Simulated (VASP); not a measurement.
# Pt in VASP: single point with PBEsol

Aim: the single point of Pt with PBEsol.

Program: VASP 6.6.1. These are calculated values, not measurements. Logs are shortened: lines on timing, memory, paths and dates and some standing lists are left out, and cuts for length are marked.

## (1) The cell of the first run

The cell holds a slab with vacuum, 7 atoms: a = 2.770 Å, b = 2.770 Å, c = 29.571 Å, α = 90.00°, β = 90.00°, γ = 60.00°.

## (2) Single point, PBEsol

The input, INCAR:

```
SYSTEM = Pt
PREC = Accurate ; ENCUT = 520
EDIFF = 1E-6 ; ISMEAR = 1
SIGMA = 0.1 ; LREAL = .False.
LASPH = .True. ; NELM = 60
ALGO = Normal ; ISIF = 2
LWAVE = .False. ; LCHARG = .False.
LDIPOL = .True. ; IDIPOL = 3
DIPOL = 0.5 0.5 0.500 ; GGA = PS
NBANDS = 44
```

The input, KPOINTS:

```
regular mesh
0
Gamma
  11 11 1
  0 0 0
```

The input, POSCAR:

```
Pt
1.0
    2.7701466030      0.0000000000      0.0000000000
    1.3850733010      2.3990173300      0.0000000000
    0.0000000000      0.0000000000     29.5708913780
Pt
7
Direct
    0.0000000000      0.0000000000      0.2705363155
    0.3333333333      0.3333333333      0.3470242103
    0.6666666667      0.6666666667      0.4235121052
    0.0000000000      0.0000000000      0.5000000000
    0.3333333333      0.3333333333      0.5764878948
    0.6666666667      0.6666666667      0.6529757897
    0.0000000000      0.0000000000      0.7294636845
```

Potentials or basis: VASP PAW PBE potentials, release 64 (Pt).

Run with:

```console
$ cat potpaw_PBE.64/Pt/POTCAR > POTCAR
$ mpirun -np 1 vasp_std > vasp.out
```

OUTCAR:

```text
SYSTEM = Pt
   PREC = Accurate
   ENCUT = 520
   EDIFF = 1E-6
   ISMEAR = 1
   LREAL = .False.
   LASPH = .True.
   NELM = 60
   ISIF = 2
   GGA = PS

 ion  position               nearest neighbor table
   1  0.000  0.000  0.271-   2 2.77   2 2.77   2 2.77
   2  0.333  0.333  0.347-   1 2.77   1 2.77   1 2.77   3 2.77   3 2.77   3 2.77
   3  0.667  0.667  0.424-   4 2.77   4 2.77   4 2.77   2 2.77   2 2.77   2 2.77
   4  0.000  0.000  0.500-   3 2.77   5 2.77   3 2.77   5 2.77   3 2.77   5 2.77
   5  0.333  0.333  0.576-   4 2.77   4 2.77   4 2.77   6 2.77   6 2.77   6 2.77
   6  0.667  0.667  0.653-   7 2.77   7 2.77   7 2.77   5 2.77   5 2.77   5 2.77
   7  0.000  0.000  0.729-   6 2.77   6 2.77   6 2.77

  LATTYP: Found a hexagonal cell.
 ALAT       =     2.7701466024
 C/A-ratio  =    10.6748470830

  Lattice vectors:

 A1 = (  -1.3850733010,  -2.3990173300,   0.0000000000)
 A2 = (   2.7701466030,   0.0000000000,   0.0000000000)
 A3 = (   0.0000000000,   0.0000000000,  29.5708913780)

Analysis of symmetry for initial positions (statically):
=====================================================================
 Subroutine PRICEL returns:
 Original cell was already a primitive cell.

 Routine SETGRP: Setting up the symmetry group for a
 hexagonal supercell.

 Subroutine GETGRP returns: Found 12 space group operations
 (whereof 12 operations were pure point group operations)
 out of a pool of 24 trial point group operations.

The static configuration has the point symmetry D_3d.

Analysis of symmetry for dynamics (positions and initial velocities):
=====================================================================
 Subroutine PRICEL returns:
 Original cell was already a primitive cell.

 Routine SETGRP: Setting up the symmetry group for a
 hexagonal supercell.

 Subroutine GETGRP returns: Found 12 space group operations
 (whereof 12 operations were pure point group operations)
 out of a pool of 24 trial point group operations.

The dynamic configuration has the point symmetry D_3d.

 Subroutine INISYM returns: Found 12 space group operations
 (whereof 12 operations are pure point group operations),
 and found     1 'primitive' translations

----------------------------------------------------------------------------------------

                                     Primitive cell

  volume of cell :     196.5172

  direct lattice vectors                    reciprocal lattice vectors
     2.770146603  0.000000000  0.000000000     0.360991725 -0.208418669  0.000000000
     1.385073301  2.399017330  0.000000000     0.000000000  0.416837339  0.000000000
     0.000000000  0.000000000 29.570891378     0.000000000  0.000000000  0.033817039

  length of vectors
     2.770146603  2.770146602 29.570891378     0.416837339  0.416837339  0.033817039

  position of ions in fractional coordinates (direct lattice)
     0.000000000  0.000000000  0.270536316
     0.333333333  0.333333333  0.347024210
     0.666666667  0.666666667  0.423512105
     0.000000000  0.000000000  0.500000000
     0.333333333  0.333333333  0.576487895
     0.666666667  0.666666667  0.652975790
     0.000000000  0.000000000  0.729463684

  ion indices of the primitive-cell ions
   primitive index   ion index
                 1           1
                 2           2
                 3           3
                 4           4
                 5           5
                 6           6
                 7           7

----------------------------------------------------------------------------------------

 KPOINTS: regular mesh

Automatic generation of k-mesh.
 Grid dimensions read from file:
 generate k-points for:   11   11    1

 Generating k-lattice:

  Cartesian coordinates                     Fractional coordinates (reciprocal lattice)
     0.032817430 -0.018947152  0.000000000     0.090909091 -0.000000000  0.000000000
     0.000000000  0.037894304  0.000000000     0.000000000  0.090909091  0.000000000
     0.000000000  0.000000000  0.033817039     0.000000000  0.000000000  1.000000000

  Length of vectors
     0.037894304  0.037894304  0.033817039

  Shift w.r.t. Gamma in fractional coordinates (k-lattice)
     0.000000000  0.000000000  0.000000000

 Subroutine IBZKPT returns following result:
 ===========================================

 Found     16 irreducible k-points:

 Following reciprocal coordinates:
            Coordinates               Weight
  0.000000  0.000000  0.000000      1.000000
  0.090909  0.000000  0.000000      6.000000
  0.181818  0.000000  0.000000      6.000000
  0.272727  0.000000  0.000000      6.000000
  0.363636 -0.000000  0.000000      6.000000
  0.454545  0.000000  0.000000      6.000000
[... 8 lines left out ...]
 -0.454545  0.272727  0.000000      6.000000
 -0.363636  0.272727  0.000000      6.000000
   k-points           NKPTS =     16   k-points in BZ     NKDIM =     16   number of bands    NBANDS=     44
   number of dos      NEDOS =    301   number of ions     NIONS =      7
   total plane-waves  NPLWV = 129024
   dimension x,y,z NGX =    24 NGY =   24 NGZ =  224
   dimension x,y,z NGXF=    48 NGYF=   48 NGZF=  448
   ions per type =               7
   NGX,Y,Z   is equivalent  to a cutoff of  14.40, 14.40, 12.59 a.u.
   NGXF,Y,Z  is equivalent  to a cutoff of  28.81, 28.81, 25.19 a.u.
 SYSTEM =  Pt
   PREC   = accura    normal or accurate (medium, high low for compatibility)
   ISTART =      0    job   : 0-new  1-cont  2-samecut
   ICHARG =      2    charge: 1-file 2-atom 10-const
   ISPIN  =      1    spin polarized calculation?
   LNONCOLLINEAR =      F non collinear calculations
   LSORBIT =      F    spin-orbit coupling
   LASPH  =      T    aspherical Exc in radial PAW
   ENCUT  =  520.0 eV  38.22 Ry    6.18 a.u.   5.15  5.15 54.98*2*pi/ulx,y,z
   NELM   =     60;   NELMIN=  2; NELMDL= -5     # of ELM steps
   EDIFF  = 0.1E-05   stopping-criterion for ELM
   LREAL  =      F    real-space projection
   EDIFFG = 0.1E-04   stopping-criterion for IOM
   NSW    =      0    number of steps for IOM
   IBRION =     -1    ionic relax: 0-MD 1-quasi-New 2-CG
   NFREE  =      0    steps in history (QN), initial steepest desc. (CG)
   ISIF   =      2    stress and relaxation
   ISYM   =      2    0-nonsym 1-usesym 2-fastsym
   POTIM  = 0.5000    time-step for ionic-motion
   TEBEG  =    0.0;   TEEND  =   0.0 temperature during run
   PSTRESS=    0.0 pullay stress
   NELECT =      70.0000    total number of electrons
   NUPDOWN=      -1.0000    fix difference up-down
   EMIN   =  10.00;   EMAX   =-10.00  energy-range for DOS
   EFERMI =   0.00;   METHOD = LEGACY
   ISMEAR =     1;   SIGMA  =   0.10  broadening in eV -4-tet -1-fermi 0-gaus
   EFERMI_NEDOS =   21; number of points for ismear=-14 and -15
   IALGO  =     38    algorithm
   IMIX   =      4    mixing-type and parameters
     AMIX     =   0.40;   BMIX     =  1.00
     AMIX_MAG =   1.60;   BMIX_MAG =  1.00
  volume/ion in A,a.u.               =      28.07       189.45
  Fermi-wavevector in a.u.,A,eV,Ry     =   1.160488  2.193004 18.323407  1.346732
  Thomas-Fermi vector in A             =   2.297070
   LORBIT       =      0    0 simple, 1 ext, 2 COOP (PROOUT), +10 PAW based schemes
   GGA     = PS    functional components
   LHFCALC =     F    Hartree Fock is set to
   AEXX    =    0.0000 exact exchange contribution
   IVDW    =     0    specifies the selected vdW correction
   LEPSILON=     F    determine dielectric tensor
   LRPA    =     F    only Hartree local field effects (RPA)
 non-spin polarized calculation
 Methfessel and Paxton  Order N= 1 SIGMA  =   0.10
  energy-cutoff  :      520.00
  volume of cell :      196.52
 maximum number of plane-waves:      5319
 NGX is ok and might be reduce to    24
   NGX = 11   NGY = 11   NGZ =109

 dipolmoment           0.000000      0.000000      0.000000 electrons x Angstroem

 number of electron      70.0000005 magnetization

 dipolmoment           0.000000      0.000000     -0.000000 electrons x Angstroem

 Free energy of the ion-electron system (eV)
  ---------------------------------------------------
  ext. energy  EPLUGINS =         0.00000000
  ---------------------------------------------------
  free energy    TOTEN  =       -47.20008286 eV

  energy without entropy =      -47.19574007  energy(sigma->0) =      -47.19863526

 E-fermi :   3.2383     XC(G=0):  -7.9631

 val. band max:        3.2347929856   @ k =  -0.4545   0.0909   0.0000
 cond. band min:       3.2556329965   @ k =   0.3636  -0.0000   0.0000
 fundamental gap:      0.0208400109
 Fermi energy:         3.2382719921

 k-point     1 :       0.0000    0.0000    0.0000
  band No.  band energies     occupation
      1      -6.8725      2.00000
      2      -6.2984      2.00000
      3      -5.4893      2.00000
      4      -4.6981      2.00000
      5      -4.2184      2.00000
      6      -3.9175      2.00000
[... 36 lines left out ...]
     43       3.5745     -0.00002
     44       8.6118      0.00000

 k-point     2 :       0.0909    0.0000    0.0000
  band No.  band energies     occupation
      1      -6.5808      2.00000
      2      -6.0141      2.00000
      3      -5.2103      2.00000
      4      -4.4151      2.00000
      5      -3.9436      2.00000
      6      -3.6389      2.00000
[... 36 lines left out ...]
     43       5.0148     -0.00000
     44       8.8051      0.00000

 k-point     3 :       0.1818    0.0000    0.0000
  band No.  band energies     occupation
      1      -5.7722      2.00000
      2      -5.2440      2.00000
      3      -4.4867      2.00000
      4      -3.7146      2.00000
      5      -3.2758      2.00000
      6      -2.9569      2.00000
[... 600 lines left out ...]
     43       9.6536      0.00000
     44       9.7954      0.00000

 k-point    16 :      -0.3636    0.2727    0.0000
  band No.  band energies     occupation
      1      -2.8271      2.00000
      2      -2.6462      2.00000
      3      -2.4915      2.00000
      4      -2.4266      2.00000
      5      -2.1930      2.00000
      6      -2.0477      2.00000
[... 36 lines left out ...]
     43       9.2173      0.00000
     44       9.9594      0.00000

------------------------ aborting loop because EDIFF is reached ----------------------------------------

 vacuum level on the upper side and lower side of the slab       (xc-potential included)        -0.335        -0.335

  FORCE on cell =-STRESS in cart. coord.  units (eV):
  Direction    XX          YY          ZZ          XY          YZ          ZX
  --------------------------------------------------------------------------------------
  -------------------------------------------------------------------------------------
  Total       -4.6727322     -4.6727321     -0.9612212      0.0000000      0.0000000      0.0000000
  in kB      -38.0961348    -38.0961348     -7.8367025      0.0000000      0.0000000      0.0000000
  external PRESSURE =     -28.0096574 kB  Pullay stress =       0.0000000 kB

 VOLUME and BASIS-vectors are now :
 -----------------------------------------------------------------------------
  energy-cutoff  :      520.00
  volume of cell :      196.52
      direct lattice vectors                 reciprocal lattice vectors
     2.770146603  0.000000000  0.000000000     0.360991725 -0.208418669  0.000000000
     1.385073301  2.399017330  0.000000000     0.000000000  0.416837339  0.000000000
     0.000000000  0.000000000 29.570891378     0.000000000  0.000000000  0.033817039

 POSITION                                       TOTAL-FORCE (eV/Angst)
 -----------------------------------------------------------------------------------
      0.00000      0.00000      8.00000        -0.000000     -0.000000     -0.045133
      1.38507      0.79967     10.26182         0.000000      0.000000      0.179510
      2.77015      1.59934     12.52363         0.000000      0.000000     -0.031583
      0.00000      0.00000     14.78545         0.000000      0.000000      0.000000
      1.38507      0.79967     17.04726        -0.000000     -0.000000      0.031583
      2.77015      1.59934     19.30908         0.000000     -0.000000     -0.179510
      0.00000      0.00000     21.57089         0.000000      0.000000      0.045133
 -----------------------------------------------------------------------------------
    total drift:                                0.000000     -0.000000      0.000000

  FREE ENERGIE OF THE ION-ELECTRON SYSTEM (eV)
  ---------------------------------------------------
  free  energy   TOTEN  =       -47.2000828553 eV

  energy  without entropy=      -47.1957400683  energy(sigma->0) =      -47.19863526

 vacuum level on the upper side and lower side of the slab         8.683         8.683
```

Run time: 11 min. Hardware: 1 thread of Intel Xeon 8259CL, shared host; peak memory 0.41 GiB.

Results:

| Quantity | Value |
| --- | --- |
| Free energy | -47.2001 eV |
| Largest force | 0.180 eV/Å |
| Band gap on the k mesh | zero (bands 35 and 36 overlap by 1.56 eV) |

Forces on the atoms (eV/Å):
```
Pt   0.000  0.000 -0.045
Pt   0.000  0.000  0.180
Pt   0.000  0.000 -0.032
Pt   0.000  0.000  0.000
Pt   0.000  0.000  0.032
Pt   0.000  0.000 -0.180
Pt   0.000  0.000  0.045
```

Levels at points of the mesh, in eV from the Fermi level:
```tsv
k point	band 32	band 33	band 34	band 35	band 36	band 37	band 38	band 39	band 40	band 41
(0.00, 0.00, 0.00)	-1.44	-1.44	-1.10	-1.10	-0.59	-0.59	-0.15	-0.15	0.02	0.04
```

Caveat: the PAW data sets were made with another functional, which shifts forces and pressure a little; spin-orbit coupling is left out, which moves the levels of the heavy elements.

The gap in the log of VASP goes by the Fermi energy; the results here count the filled bands.